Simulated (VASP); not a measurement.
# Si4O7 (a cell with a defect) in VASP: a series of runs

Si4O7 (a cell with a defect) is run at these levels: PBE; tasks: single point.

Everything below comes from runs of VASP 6.6.1. Logs are shortened: lines on timing, memory, paths and dates and some standing lists are left out, and cuts for length are marked.

### 1 The cell of the first run

The cell holds a defect, 11 atoms: a = 5.080 Å, b = 5.080 Å, c = 7.091 Å, α = 90.00°, β = 90.00°, γ = 90.00°.

### 2 Single point, PBE

INCAR

```
SYSTEM = Si4O7
  ALGO = Normal
  EDIFF = 1E-7
  ENCUT = 520
  GGA = PE
  ISIF = 2
  ISMEAR = 0
  LASPH = .True.
  LCHARG = .True.
  LELF = .True.
  LREAL = .False.
  LVHAR = .True.
  LWAVE = .False.
  NBANDS = 40
  NELM = 60
  PREC = Accurate
  SIGMA = 0.05
```

KPOINTS

```
k-points
0
Gamma
  4 4 4
  0 0 0
```

POSCAR

```
Si4O7
1.0
    5.0799801732      0.0000000000      0.0000000000
    0.0000000000      5.0799801732      0.0000000000
    0.0000000000      0.0000000000      7.0914769300
Si O
4 7
Direct
    0.2944292339      0.2944292339      0.0000000000
    0.2055707661      0.7944292339      0.2500000000
    0.7055707661      0.7055707661      0.5000000000
    0.7944292339      0.2055707661      0.7500000000
    0.4053663613      0.7409644515      0.4248320116
    0.7590355485      0.9053663613      0.6748320116
    0.5946336387      0.2590355485      0.9248320116
    0.7409644515      0.4053663613      0.5751679884
    0.9406941150      0.9105010028      0.3093424145
    0.2590355485      0.5946336387      0.0751679884
    0.0946336387      0.2409644515      0.8251679884
```

Potentials or basis: VASP PAW PBE potentials, release 64 (Si, O).

The run is started by

```sh
$ cat potpaw_PBE.64/Si/POTCAR potpaw_PBE.64/O/POTCAR > POTCAR
$ mpirun -np 1 vasp_std > vasp.out
```

OUTCAR:

```text
SYSTEM = Si4O7
   EDIFF = 1E-7
   ENCUT = 520
   GGA = PE
   ISIF = 2
   ISMEAR = 0
   LASPH = .True.
   LREAL = .False.
   NELM = 60
   PREC = Accurate

 ion  position               nearest neighbor table
   1  0.294  0.294  0.000-  11 1.63  10 1.63   7 1.63   4 3.13   2 3.13   2 3.13   4 3.13
   2  0.206  0.794  0.250-   9 1.53   5 1.63  10 1.63   3 3.13   1 3.13   1 3.13   3 3.13
   3  0.706  0.706  0.500-   6 1.63   5 1.63   8 1.63   9 2.08   2 3.13   4 3.13   4 3.13   2 3.13

   4  0.794  0.206  0.750-   7 1.63   8 1.63   6 1.63  11 1.63   1 3.13   3 3.13   3 3.13   1 3.13

   5  0.405  0.741  0.425-   2 1.63   3 1.63
   6  0.759  0.905  0.675-   3 1.63   4 1.63
   7  0.595  0.259  0.925-   4 1.63   1 1.63
   8  0.741  0.405  0.575-   4 1.63   3 1.63
   9  0.941  0.911  0.309-   2 1.53   3 2.08
  10  0.259  0.595  0.075-   2 1.63   1 1.63
  11  0.095  0.241  0.825-   1 1.63   4 1.63

  LATTYP: Found a simple tetragonal cell.
 ALAT       =     5.0799801732
 C/A-ratio  =     1.3959654739

  Lattice vectors:

 A1 = (   5.0799801732,   0.0000000000,   0.0000000000)
 A2 = (   0.0000000000,   5.0799801732,   0.0000000000)
 A3 = (   0.0000000000,   0.0000000000,   7.0914769300)

Analysis of symmetry for initial positions (statically):
=====================================================================
 Subroutine PRICEL returns:
 Original cell was already a primitive cell.

 Routine SETGRP: Setting up the symmetry group for a
 simple tetragonal supercell.

 Subroutine GETGRP returns: Found  1 space group operations
 (whereof  1 operations were pure point group operations)
 out of a pool of 16 trial point group operations.

The static configuration has the point symmetry C_1 .

Analysis of symmetry for dynamics (positions and initial velocities):
=====================================================================
 Subroutine PRICEL returns:
 Original cell was already a primitive cell.

 Routine SETGRP: Setting up the symmetry group for a
 simple tetragonal supercell.

 Subroutine GETGRP returns: Found  1 space group operations
 (whereof  1 operations were pure point group operations)
 out of a pool of 16 trial point group operations.

The dynamic configuration has the point symmetry C_1 .

 Subroutine INISYM returns: Found  1 space group operations
 (whereof  1 operations are pure point group operations),
 and found     1 'primitive' translations

----------------------------------------------------------------------------------------

                                     Primitive cell

  volume of cell :     183.0041

  direct lattice vectors                    reciprocal lattice vectors
     5.079980173  0.000000000  0.000000000     0.196851162  0.000000000  0.000000000
     0.000000000  5.079980173  0.000000000     0.000000000  0.196851162  0.000000000
     0.000000000  0.000000000  7.091476930     0.000000000  0.000000000  0.141014349

  length of vectors
     5.079980173  5.079980173  7.091476930     0.196851162  0.196851162  0.141014349

  position of ions in fractional coordinates (direct lattice)
     0.294429234  0.294429234  0.000000000
     0.205570766  0.794429234  0.250000000
     0.705570766  0.705570766  0.500000000
     0.794429234  0.205570766  0.750000000
     0.405366361  0.740964451  0.424832012
     0.759035549  0.905366361  0.674832012
     0.594633639  0.259035549  0.924832012
     0.740964451  0.405366361  0.575167988
     0.940694115  0.910501003  0.309342415
     0.259035549  0.594633639  0.075167988
     0.094633639  0.240964451  0.825167988

  ion indices of the primitive-cell ions
   primitive index   ion index
                 1           1
                 2           2
                 3           3
                 4           4
                 5           5
                 6           6
                 7           7
                 8           8
                 9           9
                10          10
                11          11

----------------------------------------------------------------------------------------

 KPOINTS: k-points

Automatic generation of k-mesh.
 Grid dimensions read from file:
 generate k-points for:    4    4    4

 Generating k-lattice:

  Cartesian coordinates                     Fractional coordinates (reciprocal lattice)
     0.049212790  0.000000000  0.000000000     0.250000000  0.000000000  0.000000000
     0.000000000  0.049212790  0.000000000     0.000000000  0.250000000  0.000000000
     0.000000000  0.000000000  0.035253587     0.000000000  0.000000000  0.250000000

  Length of vectors
     0.049212790  0.049212790  0.035253587

  Shift w.r.t. Gamma in fractional coordinates (k-lattice)
     0.000000000  0.000000000  0.000000000

 Subroutine IBZKPT returns following result:
 ===========================================

 Found     36 irreducible k-points:

 Following reciprocal coordinates:
            Coordinates               Weight
  0.000000  0.000000  0.000000      1.000000
  0.250000  0.000000  0.000000      2.000000
  0.000000  0.250000  0.000000      2.000000
  0.500000  0.000000  0.000000      1.000000
  0.000000  0.500000  0.000000      1.000000
  0.250000  0.250000  0.000000      2.000000
[... 16 lines left out ...]
 -0.250000  0.500000  0.250000      2.000000
  0.500000 -0.250000  0.250000      2.000000
 [... further k-points ...]
   k-points           NKPTS =     36   k-points in BZ     NKDIM =     36   number of bands    NBANDS=     40
   number of dos      NEDOS =    301   number of ions     NIONS =     11
   total plane-waves  NPLWV =  86400
   dimension x,y,z NGX =    40 NGY =   40 NGZ =   54
   dimension x,y,z NGXF=    80 NGYF=   80 NGZF=  108
   ions per type =               4   7
   NGX,Y,Z   is equivalent  to a cutoff of  13.09, 13.09, 12.66 a.u.
   NGXF,Y,Z  is equivalent  to a cutoff of  26.18, 26.18, 25.32 a.u.
 SYSTEM =  Si4O7
   PREC   = accura    normal or accurate (medium, high low for compatibility)
   ISTART =      0    job   : 0-new  1-cont  2-samecut
   ICHARG =      2    charge: 1-file 2-atom 10-const
   ISPIN  =      1    spin polarized calculation?
   LNONCOLLINEAR =      F non collinear calculations
   LSORBIT =      F    spin-orbit coupling
   LASPH  =      T    aspherical Exc in radial PAW
   ENCUT  =  520.0 eV  38.22 Ry    6.18 a.u.   9.45  9.45 13.19*2*pi/ulx,y,z
   NELM   =     60;   NELMIN=  2; NELMDL= -5     # of ELM steps
   EDIFF  = 0.1E-06   stopping-criterion for ELM
   LREAL  =      F    real-space projection
   EDIFFG = 0.1E-05   stopping-criterion for IOM
   NSW    =      0    number of steps for IOM
   IBRION =     -1    ionic relax: 0-MD 1-quasi-New 2-CG
   NFREE  =      0    steps in history (QN), initial steepest desc. (CG)
   ISIF   =      2    stress and relaxation
   ISYM   =      2    0-nonsym 1-usesym 2-fastsym
   POTIM  = 0.5000    time-step for ionic-motion
   TEBEG  =    0.0;   TEEND  =   0.0 temperature during run
   PSTRESS=    0.0 pullay stress
   NELECT =      58.0000    total number of electrons
   NUPDOWN=      -1.0000    fix difference up-down
   EMIN   =  10.00;   EMAX   =-10.00  energy-range for DOS
   EFERMI =   0.00;   METHOD = LEGACY
   ISMEAR =     0;   SIGMA  =   0.05  broadening in eV -4-tet -1-fermi 0-gaus
   EFERMI_NEDOS =   21; number of points for ismear=-14 and -15
   IALGO  =     38    algorithm
   IMIX   =      4    mixing-type and parameters
     AMIX     =   0.40;   BMIX     =  1.00
     AMIX_MAG =   1.60;   BMIX_MAG =  1.00
  volume/ion in A,a.u.               =      16.64       112.27
  Fermi-wavevector in a.u.,A,eV,Ry     =   1.116171  2.109257 16.950639  1.245837
  Thomas-Fermi vector in A             =   2.252782
   LORBIT       =      0    0 simple, 1 ext, 2 COOP (PROOUT), +10 PAW based schemes
   GGA     = PE    functional components
   LHFCALC =     F    Hartree Fock is set to
   AEXX    =    0.0000 exact exchange contribution
   IVDW    =     0    specifies the selected vdW correction
   LEPSILON=     F    determine dielectric tensor
   LRPA    =     F    only Hartree local field effects (RPA)
 non-spin polarized calculation
 Gauss-broadening in eV      SIGMA  =   0.05
  energy-cutoff  :      520.00
  volume of cell :      183.00
 maximum number of plane-waves:      4954
 NGX is ok and might be reduce to    40
   NGX = 19   NGY = 19   NGZ = 27

 number of electron      57.9999991 magnetization

 Free energy of the ion-electron system (eV)
  ---------------------------------------------------
  ext. energy  EPLUGINS =         0.00000000
  ---------------------------------------------------
  free energy    TOTEN  =       -81.61069063 eV

  energy without entropy =      -81.61069063  energy(sigma->0) =      -81.61069063

 E-fermi :   2.6719     XC(G=0):  -7.9645

 val. band max:        2.4356900614   @ k =   0.5000   0.5000   0.5000
 cond. band min:       3.9433201804   @ k =   0.0000   0.0000   0.5000
 fundamental gap:      1.5076301190
 Fermi energy:         2.6719213071

 k-point     1 :       0.0000    0.0000    0.0000
  band No.  band energies     occupation
      1     -19.8326      2.00000
      2     -19.0177      2.00000
      3     -18.8284      2.00000
      4     -18.2122      2.00000
      5     -18.0241      2.00000
      6     -17.6673      2.00000
[... 32 lines left out ...]
     39       9.5841      0.00000
     40      10.3293      0.00000

 k-point     2 :       0.2500    0.0000    0.0000
  band No.  band energies     occupation
      1     -19.7686      2.00000
      2     -19.0392      2.00000
      3     -18.7565      2.00000
      4     -18.2189      2.00000
      5     -18.0448      2.00000
      6     -17.8002      2.00000
[... 935 lines left out ...]
     39       9.6085      0.00000
     40       9.7898      0.00000

 k-point    24 :       0.5000   -0.2500    0.2500
  band No.  band energies     occupation
      1     -19.5676      2.00000
      2     -19.0881      2.00000
      3     -18.6910      2.00000
      4     -18.4177      2.00000
      5     -18.0315      2.00000
      6     -17.9252      2.00000
[... 32 lines left out ...]
     39       9.6095      0.00000
     40       9.9784      0.00000

 [... further k-points ...]

------------------------ aborting loop because EDIFF is reached ----------------------------------------

  FORCE on cell =-STRESS in cart. coord.  units (eV):
  Direction    XX          YY          ZZ          XY          YZ          ZX
  --------------------------------------------------------------------------------------
  -------------------------------------------------------------------------------------
  Total        4.7402480     -4.4238341     -1.5924806     -4.2475524      5.8094957      1.3051467
  in kB       41.5002696    -38.7301060    -13.9419658    -37.1867824     50.8613976     11.4263936
  external PRESSURE =      -3.7239341 kB  Pullay stress =       0.0000000 kB

 VOLUME and BASIS-vectors are now :
 -----------------------------------------------------------------------------
  energy-cutoff  :      520.00
  volume of cell :      183.00
      direct lattice vectors                 reciprocal lattice vectors
     5.079980173  0.000000000  0.000000000     0.196851162  0.000000000  0.000000000
     0.000000000  5.079980173  0.000000000     0.000000000  0.196851162  0.000000000
     0.000000000  0.000000000  7.091476930     0.000000000  0.000000000  0.141014349

 POSITION                                       TOTAL-FORCE (eV/Angst)
 -----------------------------------------------------------------------------------
      1.49569      1.49569      0.00000        -0.222562     -3.074639      1.985341
      1.04430      4.03568      1.77287         3.860639      2.226224     -3.204866
      3.58429      3.58429      3.54574         0.806706      1.921298     -0.481903
      4.03568      1.04430      5.31861         0.403926     -0.268243      0.838582
      2.05925      3.76408      3.01269         0.505314     -0.471839      0.143320
      3.85589      4.59924      4.78556        -0.118621     -0.357909     -0.120890
      3.02073      1.31590      6.55842         0.689195      0.322781     -0.740061
      3.76408      2.05925      4.07879         0.158776      0.884484     -1.091871
      4.77871      4.62533      2.19369        -5.174132     -1.791946      2.989638
      1.31590      3.02073      0.53305        -0.451846      0.411537      0.537607
      0.48074      1.22409      5.85166        -0.457393      0.198253     -0.854897
 -----------------------------------------------------------------------------------
    total drift:                               -0.000522     -0.000052      0.000227

  FREE ENERGIE OF THE ION-ELECTRON SYSTEM (eV)
  ---------------------------------------------------
  free  energy   TOTEN  =       -81.6106906259 eV

  energy  without entropy=      -81.6106906259  energy(sigma->0) =      -81.61069063
```

It took 8 min on 1 thread of Intel Xeon 8259CL, shared host; peak memory 0.39 GiB.

Results:

```
Free energy            : -81.6107 eV
Pressure               : -0.4 GPa
Largest force          : 6.239 eV/Å
Band gap on the k mesh : 1.51 eV
```

Forces on the atoms (eV/Å):
```
Si  -0.223 -3.075  1.985
Si   3.861  2.226 -3.205
Si   0.807  1.921 -0.482
Si   0.404 -0.268  0.839
O    0.505 -0.472  0.143
O   -0.119 -0.358 -0.121
O    0.689  0.323 -0.740
O    0.159  0.884 -1.092
O   -5.174 -1.792  2.990
O   -0.452  0.412  0.538
O   -0.457  0.198 -0.855
```

Caveat: the cell differs from its parent crystal (atoms taken out, atom 9 moved 0.250 of the way to it and +0.450 Å across, host rigid).

### 3 Single point, PBE

INCAR

```
PREC     = Accurate       # precision mode
ENCUT    = 520            # plane-wave cutoff, eV
EDIFF    = 1E-7           # SCF threshold, eV
ISMEAR   = 0              # smearing method
SIGMA    = 0.05           # smearing width, eV
LREAL    = False          # projectors in reciprocal space
LASPH    = True           # aspherical terms in the spheres
NELM     = 60             # most SCF steps
ALGO     = Normal         # electronic algorithm
ISIF     = 2              # what is computed and relaxed
LWAVE    = False          # write WAVECAR
LCHARG   = False          # write CHGCAR
GGA      = PE             # functional
NBANDS   = 40             # bands
```

KPOINTS

```
regular mesh
0
Gamma
  4 4 4
```

Edit POSCAR of step 2 so:

```diff
@@ -16,3 +16,3 @@
     0.7409644515      0.4053663613      0.5751679884
-    0.9406941150      0.9105010028      0.3093424145
+    0.8921223462      0.9780669345      0.3311008348
     0.2590355485      0.5946336387      0.0751679884
```

Potentials or basis: VASP PAW PBE potentials, release 64 (Si, O).

The run is started by

```sh
$ cat potpaw_PBE.64/Si/POTCAR potpaw_PBE.64/O/POTCAR > POTCAR
$ mpirun -np 1 vasp_std > vasp.out
```

It took 9 min on 1 thread of Intel Xeon 8259CL, shared host; peak memory 0.38 GiB.

Results (log left out):

```yaml
Free_energy: -80.2839 eV
Pressure: -4.0 GPa
Largest_force: 6.431 eV/Å
Band_gap_on_the_k_mesh: 0.96 eV
```

Forces on the atoms (eV/Å):
```
Si  -0.184 -3.335  1.589
Si  -1.449  5.607 -1.098
Si   0.727  3.276 -0.324
Si   0.386 -0.708  0.497
O   -0.608 -0.648 -0.082
O   -0.306 -0.350  0.868
O    0.483  0.422 -0.557
O    0.135  1.152 -1.118
O    1.837 -6.161  0.140
O   -0.694  0.482  0.727
O   -0.326  0.264 -0.642
```

Stress tensor (GPa, compression positive):
```
-2.63  0.53  2.51
 0.53 -8.70  4.50
 2.51  4.50 -0.62
```

Levels at points of the mesh, in eV from the valence-band top:
```
           k point  band 26  band 27  band 28  band 29  band 30  band 31  band 32  band 33
(0.00, 0.00, 0.00)    -3.49    -3.19    -2.25    -1.17     1.09     3.25     4.14     4.60
(0.50, 0.00, 0.00)    -3.51    -3.38    -2.37    -0.85     1.34     2.97     3.87     4.73
(0.00, 0.50, 0.00)    -3.51    -3.24    -2.26    -0.10     1.29     2.56     3.92     4.96
(0.50, 0.50, 0.00)    -3.54    -3.49    -2.30    -0.05     1.81     2.37     3.47     4.54
(0.00, 0.00, 0.50)    -3.37    -3.24    -2.31    -0.89     0.96     3.33     3.50     4.96
(0.50, 0.00, 0.50)    -3.46    -3.32    -2.35    -0.96     1.45     2.98     3.97     4.59
(0.00, 0.50, 0.50)    -3.54    -3.25    -2.24    -0.21     1.41     2.48     4.01     4.69
(0.50, 0.50, 0.50)    -3.74    -3.42    -2.35     0.00     1.77     2.41     3.45     4.85
```

Caveat: the cell differs from its parent crystal (atoms taken out, atom 9 moved 0.250 of the way to it and +0.900 Å across, host rigid).

[end of part 1 of 2]
